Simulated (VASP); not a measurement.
# BN (P6_3mc) in VASP: further runs

The runs below take BN through single point, with PBE.

Program: VASP 6.6.1. These are calculated values, not measurements. Logs are shortened: lines on timing, memory, paths and dates and some standing lists are left out, and cuts for length are marked.

## Step 1: The cell of the first run

Symmetry: P6_3mc, No. 186, hexagonal system. Conventional cell: a = 2.557 Å, b = 2.557 Å, c = 4.234 Å, α = 90.00°, β = 90.00°, γ = 120.00°. Within 2.1 Å of B (site symmetry 3m) lie 4 N at 1.57 to 1.59 Å. Within 2.1 Å of N (site symmetry 3m) lie 4 B at 1.57 to 1.59 Å.

## Step 2: Single point, PBE

Contents of INCAR:

```
PREC     = Accurate       # precision mode
ENCUT    = 600            # plane-wave cutoff, eV
EDIFF    = 1E-6           # SCF threshold, eV
ISMEAR   = 0              # smearing method
SIGMA    = 0.01           # smearing width, eV
LREAL    = F              # projectors in reciprocal space
LASPH    = T              # aspherical terms in the spheres
NELM     = 120            # most SCF steps
ALGO     = Normal         # electronic algorithm
ISIF     = 2              # what is computed and relaxed
LWAVE    = F              # write WAVECAR
LCHARG   = T              # write CHGCAR
GGA      = PE             # functional
LELF     = T              # ELF
LVHAR    = T            
NBANDS   = 16             # bands
GGA_COMPAT= F
```

Contents of KPOINTS:

```
regular mesh
0
Gamma
  12 12 6
```

Contents of POSCAR:

```
BN
1.0
    2.5569596282      0.0000000000      0.0000000000
   -1.2784798141      2.2143919904      0.0000000000
    0.0000000000      0.0000000000      4.2337040531
B N
2 2
Direct
    0.6666666667      0.3333333333      0.0000000000
    0.3333333333      0.6666666667      0.5000000000
    0.6666666667      0.3333333333      0.3750000000
    0.3333333333      0.6666666667      0.8750000000
```

Potentials or basis: VASP PAW PBE potentials, release 64 (B, N).

The run is started by

```
> cat potpaw_PBE.64/B/POTCAR potpaw_PBE.64/N/POTCAR > POTCAR
> mpirun -np 1 vasp_std > vasp.out
```

OUTCAR:

```text
PREC = Accurate
   ENCUT = 600
   EDIFF = 1E-6
   ISMEAR = 0
   LREAL = F
   LASPH = T
   NELM = 120
   ISIF = 2
   GGA = PE

 ion  position               nearest neighbor table
   1  0.667  0.333  0.000-   4 1.57   4 1.57   4 1.57   3 1.59
   2  0.333  0.667  0.500-   3 1.57   3 1.57   3 1.57   4 1.59
   3  0.667  0.333  0.375-   2 1.57   2 1.57   2 1.57   1 1.59
   4  0.333  0.667  0.875-   1 1.57   1 1.57   1 1.57   2 1.59

  LATTYP: Found a hexagonal cell.
 ALAT       =     2.5569596282
 C/A-ratio  =     1.6557570978

  Lattice vectors:

 A1 = (   2.5569596282,   0.0000000000,   0.0000000000)
 A2 = (  -1.2784798141,   2.2143919904,   0.0000000000)
 A3 = (   0.0000000000,   0.0000000000,   4.2337040531)

Analysis of symmetry for initial positions (statically):
=====================================================================
 Subroutine PRICEL returns:
 Original cell was already a primitive cell.

 Routine SETGRP: Setting up the symmetry group for a
 hexagonal supercell.

 Subroutine GETGRP returns: Found 12 space group operations
 (whereof  6 operations were pure point group operations)
 out of a pool of 24 trial point group operations.

The static configuration has the point symmetry C_3v.
 The point group associated with its full space group is C_6v.

Analysis of symmetry for dynamics (positions and initial velocities):
=====================================================================
 Subroutine PRICEL returns:
 Original cell was already a primitive cell.

 Routine SETGRP: Setting up the symmetry group for a
 hexagonal supercell.

 Subroutine GETGRP returns: Found 12 space group operations
 (whereof  6 operations were pure point group operations)
 out of a pool of 24 trial point group operations.

The dynamic configuration has the point symmetry C_3v.
 The point group associated with its full space group is C_6v.

 Subroutine INISYM returns: Found 12 space group operations
 (whereof  6 operations are pure point group operations),
 and found     1 'primitive' translations

----------------------------------------------------------------------------------------

                                     Primitive cell

  volume of cell :      23.9717

  direct lattice vectors                    reciprocal lattice vectors
     2.556959628  0.000000000  0.000000000     0.391089476  0.225795614  0.000000000
    -1.278479814  2.214391990  0.000000000     0.000000000  0.451591229  0.000000000
     0.000000000  0.000000000  4.233704053     0.000000000  0.000000000  0.236199788

  length of vectors
     2.556959628  2.556959625  4.233704053     0.451591228  0.451591229  0.236199788

  position of ions in fractional coordinates (direct lattice)
     0.666666667  0.333333333  0.000000000
     0.333333333  0.666666667  0.500000000
     0.666666667  0.333333333  0.375000000
     0.333333333  0.666666667  0.875000000

  ion indices of the primitive-cell ions
   primitive index   ion index
                 1           1
                 2           2
                 3           3
                 4           4

----------------------------------------------------------------------------------------

 KPOINTS: regular mesh

Automatic generation of k-mesh.
 Grid dimensions read from file:
 generate k-points for:   12   12    6

 Generating k-lattice:

  Cartesian coordinates                     Fractional coordinates (reciprocal lattice)
     0.032590790  0.018816301  0.000000000     0.083333333  0.000000000  0.000000000
     0.000000000  0.037632602  0.000000000     0.000000000  0.083333333  0.000000000
     0.000000000  0.000000000  0.039366631     0.000000000  0.000000000  0.166666667

  Length of vectors
     0.037632602  0.037632602  0.039366631

  Shift w.r.t. Gamma in fractional coordinates (k-lattice)
     0.000000000  0.000000000  0.000000000

 Subroutine IBZKPT returns following result:
 ===========================================

 Found     76 irreducible k-points:

 Following reciprocal coordinates:
            Coordinates               Weight
  0.000000  0.000000  0.000000      1.000000
  0.083333  0.000000  0.000000      6.000000
  0.166667  0.000000  0.000000      6.000000
  0.250000  0.000000  0.000000      6.000000
  0.333333  0.000000  0.000000      6.000000
  0.416667  0.000000  0.000000      6.000000
[... 16 lines left out ...]
  0.250000  0.000000  0.166667     12.000000
  0.333333  0.000000  0.166667     12.000000
 [... further k-points ...]
   k-points           NKPTS =     76   k-points in BZ     NKDIM =     76   number of bands    NBANDS=     16
   number of dos      NEDOS =    301   number of ions     NIONS =      4
   total plane-waves  NPLWV =  14400
   dimension x,y,z NGX =    20 NGY =   20 NGZ =   36
   dimension x,y,z NGXF=    40 NGYF=   40 NGZF=   72
   ions per type =               2   2
   NGX,Y,Z   is equivalent  to a cutoff of  13.00, 13.00, 14.14 a.u.
   NGXF,Y,Z  is equivalent  to a cutoff of  26.01, 26.01, 28.27 a.u.
 SYSTEM =  unknown system
   PREC   = accura    normal or accurate (medium, high low for compatibility)
   ISTART =      0    job   : 0-new  1-cont  2-samecut
   ICHARG =      2    charge: 1-file 2-atom 10-const
   ISPIN  =      1    spin polarized calculation?
   LNONCOLLINEAR =      F non collinear calculations
   LSORBIT =      F    spin-orbit coupling
   LASPH  =      T    aspherical Exc in radial PAW
   ENCUT  =  600.0 eV  44.10 Ry    6.64 a.u.   5.11  5.11  8.46*2*pi/ulx,y,z
   NELM   =    120;   NELMIN=  2; NELMDL= -5     # of ELM steps
   EDIFF  = 0.1E-05   stopping-criterion for ELM
   LREAL  =      F    real-space projection
   EDIFFG = 0.1E-04   stopping-criterion for IOM
   NSW    =      0    number of steps for IOM
   IBRION =     -1    ionic relax: 0-MD 1-quasi-New 2-CG
   NFREE  =      0    steps in history (QN), initial steepest desc. (CG)
   ISIF   =      2    stress and relaxation
   ISYM   =      2    0-nonsym 1-usesym 2-fastsym
   POTIM  = 0.5000    time-step for ionic-motion
   TEBEG  =    0.0;   TEEND  =   0.0 temperature during run
   PSTRESS=    0.0 pullay stress
   NELECT =      16.0000    total number of electrons
   NUPDOWN=      -1.0000    fix difference up-down
   EMIN   =  10.00;   EMAX   =-10.00  energy-range for DOS
   EFERMI =   0.00;   METHOD = LEGACY
   ISMEAR =     0;   SIGMA  =   0.01  broadening in eV -4-tet -1-fermi 0-gaus
   EFERMI_NEDOS =   21; number of points for ismear=-14 and -15
   IALGO  =     38    algorithm
   IMIX   =      4    mixing-type and parameters
     AMIX     =   0.40;   BMIX     =  1.00
     AMIX_MAG =   1.60;   BMIX_MAG =  1.00
  volume/ion in A,a.u.               =       5.99        40.44
  Fermi-wavevector in a.u.,A,eV,Ry     =   1.430700  2.703631 27.849794  2.046902
  Thomas-Fermi vector in A             =   2.550517
   LORBIT       =      0    0 simple, 1 ext, 2 COOP (PROOUT), +10 PAW based schemes
   GGA     = PE    functional components
   LHFCALC =     F    Hartree Fock is set to
   AEXX    =    0.0000 exact exchange contribution
   IVDW    =     0    specifies the selected vdW correction
   LEPSILON=     F    determine dielectric tensor
   LRPA    =     F    only Hartree local field effects (RPA)
 non-spin polarized calculation
 Gauss-broadening in eV      SIGMA  =   0.01
  energy-cutoff  :      600.00
  volume of cell :       23.97
 maximum number of plane-waves:       810
   NGX = 11   NGY = 11   NGZ = 17

 number of electron      16.0000003 magnetization

 Free energy of the ion-electron system (eV)
  ---------------------------------------------------
  ext. energy  EPLUGINS =         0.00000000
  ---------------------------------------------------
  free energy    TOTEN  =       -34.83956089 eV

  energy without entropy =      -34.83956089  energy(sigma->0) =      -34.83956089

 E-fermi :   7.4678     XC(G=0): -12.7415

 val. band max:        7.3709825937   @ k =   0.0000   0.0000   0.0000
 cond. band min:      12.6087922838   @ k =   0.3333   0.3333   0.0000
 fundamental gap:      5.2378096901
 Fermi energy:         7.4678453000

 k-point     1 :       0.0000    0.0000    0.0000
  band No.  band energies     occupation
      1     -12.8614      2.00000
      2      -8.7838      2.00000
      3      -3.4011      2.00000
      4       5.2898      2.00000
      5       5.2898      2.00000
      6       7.1314      2.00000
[... 8 lines left out ...]
     15      19.1694      0.00000
     16      23.3942      0.00000

 k-point     2 :       0.0833    0.0000    0.0000
  band No.  band energies     occupation
      1     -12.7119      2.00000
      2      -8.6694      2.00000
      3      -3.2525      2.00000
      4       4.6031      2.00000
      5       5.0113      2.00000
      6       6.8002      2.00000
[... 8 lines left out ...]
     15      19.6034      0.00000
     16      23.1740      0.00000

 k-point     3 :       0.1667    0.0000    0.0000
  band No.  band energies     occupation
      1     -12.2683      2.00000
      2      -8.3420      2.00000
      3      -2.8126      2.00000
      4       2.9541      2.00000
      5       4.3572      2.00000
      6       5.3941      2.00000
[... 8 lines left out ...]
     15      20.7328      0.00000
     16      22.5462      0.00000

 k-point     4 :       0.2500    0.0000    0.0000
  band No.  band energies     occupation
      1     -11.5480      2.00000
      2      -7.8639      2.00000
      3      -2.1023      2.00000
      4       1.0028      2.00000
      5       3.6241      2.00000
      6       3.6402      2.00000
[... 8 lines left out ...]
     15      22.1934      0.00000
     16      22.6098      0.00000
[... 324 lines left out ...]
 k-point    22 :       0.1667    0.0000    0.1667
  band No.  band energies     occupation
      1     -12.1074      2.00000
      2      -8.8555      2.00000
      3      -2.0376      2.00000
      4       3.0969      2.00000
      5       4.4863      2.00000
      6       4.9637      2.00000
[... 8 lines left out ...]
     15      20.4252      0.00000
     16      22.5020      0.00000

 k-point    23 :       0.2500    0.0000    0.1667
  band No.  band energies     occupation
      1     -11.3921      2.00000
      2      -8.3197      2.00000
      3      -1.4721      2.00000
      4       1.2197      2.00000
      5       3.2156      2.00000
      6       3.7606      2.00000
[... 8 lines left out ...]
     15      21.8654      0.00000
     16      22.6755      0.00000

 k-point    24 :       0.3333    0.0000    0.1667
  band No.  band energies     occupation
      1     -10.4474      2.00000
      2      -7.7453      2.00000
      3      -1.3298      2.00000
      4       0.1002      2.00000
      5       1.4546      2.00000
      6       3.1478      2.00000
[... 8 lines left out ...]
     15      23.2304      0.00000
     16      23.4559      0.00000

 [... further k-points ...]

------------------------ aborting loop because EDIFF is reached ----------------------------------------

  FORCE on cell =-STRESS in cart. coord.  units (eV):
  Direction    XX          YY          ZZ          XY          YZ          ZX
  --------------------------------------------------------------------------------------
  -------------------------------------------------------------------------------------
  Total       -0.1697123     -0.1697123     -0.3496565      0.0000000      0.0000000      0.0000000
  in kB      -11.3429211    -11.3429211    -23.3697125      0.0000000      0.0000000      0.0000000
  external PRESSURE =     -15.3518516 kB  Pullay stress =       0.0000000 kB

 VOLUME and BASIS-vectors are now :
 -----------------------------------------------------------------------------
  energy-cutoff  :      600.00
  volume of cell :       23.97
      direct lattice vectors                 reciprocal lattice vectors
     2.556959628  0.000000000  0.000000000     0.391089476  0.225795614  0.000000000
    -1.278479814  2.214391990  0.000000000     0.000000000  0.451591229  0.000000000
     0.000000000  0.000000000  4.233704053     0.000000000  0.000000000  0.236199788

 POSITION                                       TOTAL-FORCE (eV/Angst)
 -----------------------------------------------------------------------------------
      1.27848      0.73813      0.00000         0.000000     -0.000000      0.035410
     -0.00000      1.47626      2.11685        -0.000000      0.000000      0.035410
      1.27848      0.73813      1.58764        -0.000000     -0.000000     -0.035410
     -0.00000      1.47626      3.70449         0.000000     -0.000000     -0.035410
 -----------------------------------------------------------------------------------
    total drift:                               -0.000000     -0.000000     -0.000249

  FREE ENERGIE OF THE ION-ELECTRON SYSTEM (eV)
  ---------------------------------------------------
  free  energy   TOTEN  =       -34.8395608917 eV

  energy  without entropy=      -34.8395608917  energy(sigma->0) =      -34.83956089
```

Run time: 26 s. Hardware: 1 thread of Intel Xeon Platinum 8259CL at 2.50GHz (Skylake/Cascade Lake), shared host; peak memory 0.15 GiB.

What came out:

- Free energy: -34.8396 eV
- Pressure: -1.5 GPa
- Largest force: 0.035 eV/Å
- Band gap on the k mesh: 5.24 eV, indirect (least direct gap 8.23 eV)

Forces in eV/Å, atoms in the order of the input:
```
B    0.000  0.000  0.035
B    0.000  0.000  0.035
N    0.000  0.000 -0.035
N    0.000  0.000 -0.035
```

Stress tensor (GPa, compression positive):
```
-1.13  0.00  0.00
 0.00 -1.13  0.00
 0.00  0.00 -2.34
```

## Step 3: Single point, PBE

This run uses another cell than the first one, of 6.14 Å³/atom, 1.024 times its volume.

Contents of INCAR:

```
  PREC = Accurate
  ENCUT = 600
  EDIFF = 1E-6
  ISMEAR = 0
  SIGMA = 0.01
  LREAL = F
  LASPH = T
  NELM = 120
  ALGO = Normal
  ISIF = 2
  LWAVE = F
  LCHARG = F
  GGA = PE
  NBANDS = 16
  GGA_COMPAT = F
```

Contents of KPOINTS:

```
Automatic mesh
0
Gamma
  12 12 6
```

Contents of POSCAR:

```
BN
1.0
    2.5775811609      0.0000000000      0.0000000000
   -1.2887905804      2.2322507616      0.0000000000
    0.0000000000      0.0000000000      4.2678483023
B N
2 2
Direct
    0.6666666667      0.3333333333      0.0000000000
    0.3333333333      0.6666666667      0.5000000000
    0.6666666667      0.3333333333      0.3750000000
    0.3333333333      0.6666666667      0.8750000000
```

Potentials or basis: VASP PAW PBE potentials, release 64 (B, N).

The run is started by

```
> cat potpaw_PBE.64/B/POTCAR potpaw_PBE.64/N/POTCAR > POTCAR
> mpirun -np 1 vasp_std > vasp.out
```

Run time: 31 s. Hardware: 1 thread of Intel Xeon Platinum 8259CL at 2.50GHz (Skylake/Cascade Lake), shared host; peak memory 0.16 GiB.

It converged, with:

| Quantity | Value |
| --- | --- |
| Free energy | -34.8198 eV |
| Pressure | -10.0 GPa |
| Largest force | 0.014 eV/Å |
| Band gap on the k mesh | 5.27 eV, indirect (least direct gap 8.11 eV) |

Forces in eV/Å, atoms in the order of the input:
```
B    0.000  0.000  0.014
B    0.000  0.000  0.014
N    0.000  0.000 -0.014
N    0.000  0.000 -0.014
```

Stress tensor (GPa, compression positive):
```
 -9.63   0.00   0.00
  0.00  -9.63   0.00
  0.00   0.00 -10.83
```

Levels at points of the mesh, in eV from the valence-band top:
```
           k point  band 4  band 5  band 6  band 7  band 8  band 9  band 10  band 11  band 12  band 13
(0.00, 0.00, 0.00)   -2.03   -2.03   -0.23    0.00    0.00    8.24     8.24     8.33     9.10    10.24
(0.50, 0.00, 0.00)   -7.59   -6.68   -4.78   -4.20   -2.04    6.59     7.86    10.45    11.11    12.48
(0.00, 0.00, 0.50)   -5.55   -1.12   -1.12   -1.12   -1.12    9.16     9.16     9.74     9.74     9.74
(0.50, 0.00, 0.50)   -9.70   -3.62   -3.62   -3.43   -3.43    6.46     6.46     9.77     9.77    13.93
```

A k mesh can miss the band edges. PBE gaps usually lie below the measured ones, often by a third to a half.
